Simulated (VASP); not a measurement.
Crystal: ReSb (rocksalt type).

```
CELL_PARAMETERS angstrom
0.00000 2.77829 2.77829
2.77829 0.00000 2.77829
2.77829 2.77829 0.00000
ATOMIC_POSITIONS crystal
Re 0.00000 0.00000 0.00000
Sb 0.50000 0.50000 0.50000
```

| Quantity | Value |
| --- | --- |
| Program | VASP 6.6.1 |
| Task | relaxation of cell and atoms |
| Functional | LDA |
| Potentials or basis | VASP PAW LDA potentials, release 64 (Re, Sb) |
| Cutoff | 600 eV |
| k mesh | 12 × 12 × 12 |
| Occupations | fermi-dirac, width 0.08 eV |
| Spin | no spin polarisation |

At the start: pressure -13.0 GPa; volume 21.45 Å³/atom.

How do energy, volume and symmetry change on relaxing?

Over 7 steps the energy falls by 89.2 meV/atom and the volume is 19.44 Å³/atom (-9.3 %); space group Fm-3m (No. 225, to 0.05 Å).

The path:
```csv
step,energy change (eV),largest force (eV/Å),pressure (GPa),volume (Å³)
1,0.0000,0.0000,-12.97,42.89
2,0.4562,0.0000,40.22,32.99
3,-0.1779,0.0000,-0.81,39.07
4,-0.1784,0.0000,-0.19,38.92
5,-0.1784,0.0000,0.15,38.85
6,-0.1783,0.0000,-0.22,38.94
7,-0.1784,0.0000,-0.01,38.88
```

Final structure:
```cif
data_structure
_symmetry_space_group_name_H-M 'P 1'
_symmetry_Int_Tables_number 1
_cell_length_a 3.8027
_cell_length_b 3.8027
_cell_length_c 3.8027
_cell_angle_alpha 60.000
_cell_angle_beta 60.000
_cell_angle_gamma 60.000
_cell_volume 38.88
loop_
_atom_site_label
_atom_site_type_symbol
_atom_site_fract_x
_atom_site_fract_y
_atom_site_fract_z
_atom_site_occupancy
Re1 Re 0.00000 0.00000 0.00000 1
Sb1 Sb 0.50000 0.50000 0.50000 1
```
